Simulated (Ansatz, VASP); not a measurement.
Mg4CdS3 in VASP and in Ansatz

INCAR

```
PREC = Accurate ; ENCUT = 600
EDIFF = 1E-7 ; ISMEAR = 0
SIGMA = 0.2 ; LREAL = F
LASPH = T ; NELM = 120
ALGO = Normal ; ISIF = 3
LWAVE = F ; LCHARG = F
GGA = PE ; IBRION = 2
NSW = 36 ; EDIFFG = -0.08
GGA_COMPAT = F ; NELMIN = 4
```

KPOINTS

```
regular mesh
0
Gamma
  3 3 3
```

Contents of POSCAR:

```
Mg4CdS3
1.0
    5.6000000000      0.0000000000      0.0000000000
    0.0000000000      5.6000000000      0.0000000000
    0.0000000000      0.0000000000      5.6000000000
Mg Cd S
4 1 3
Direct
    0.7400000000      0.7400000000      0.2600000000
    0.2600000000      0.7400000000      0.7400000000
    0.7400000000      0.2600000000      0.7400000000
    0.2600000000      0.2600000000      0.2600000000
    0.0000000000      0.0000000000      0.0000000000
    0.5000000000      0.0000000000      0.5000000000
    0.0000000000      0.5000000000      0.5000000000
    0.5000000000      0.5000000000      0.0000000000
```

Input for Ansatz:

```yaml
crystal:
  lattice:
    - [5.6, 0.0, 0.0]
    - [0.0, 5.6, 0.0]
    - [0.0, 0.0, 5.6]
  atoms:
    - { symbol: Mg, position: [0.74, 0.74, 0.26] }
    - { symbol: Mg, position: [0.26, 0.74, 0.74] }
    - { symbol: Mg, position: [0.74, 0.26, 0.74] }
    - { symbol: Mg, position: [0.26, 0.26, 0.26] }
    - { symbol: Cd, position: [0.0, 0.0, 0.0] }
    - { symbol: S, position: [0.5, 0.0, 0.5] }
    - { symbol: S, position: [0.0, 0.5, 0.5] }
    - { symbol: S, position: [0.5, 0.5, 0.0] }
basis:
  ecutwfc: 420
kpoints:
  mp_grid: { grid: [3, 3, 3] }
hamiltonian:
  xc: pbe
scf:
  occupations: { method: gaussian, width: 0.2 }
  lower_state_search: "off"
output:
  forces: true
  stress: true
  eigenvalues: true
relax:
  adjacent_minimum: "off"
  f_tol: 0.08
  max_steps: 16
  cell: { stress_tol: 0.8 }
```

Alike in both runs: task relaxation of cell and atoms; functional PBE; k mesh 3 × 3 × 3; occupations gaussian, width 0.2 eV; no spin polarisation.

|  | VASP | Ansatz |
| --- | --- | --- |
| version | VASP 6.6.1 | Ansatz 0.2.0 |
| potentials or method | VASP PAW PBE potentials, release 64 (Mg, Cd, S), cutoff 600 eV | scalar-relativistic, plane waves, PAW |
| valence electrons in the cell | 38 | 78 |

```csv
,VASP,Ansatz,Ansatz less VASP
"gap on the k mesh at the Fermi level, each at its own relaxed structure (eV)",0.35,0.35,-0.003
relaxed volume (Å³/atom),25.78,25.62,-0.158
relaxed cell length with the largest relative difference (Å),5.908,5.896,-0.0121
```

VASP's potentials hold 38 valence electrons a cell and Ansatz's 78, so a difference there can come from the potentials and not from the codes.

Noted on VASP's run: the volume moved by over 15 % at a fixed basis, so the end points are rough.
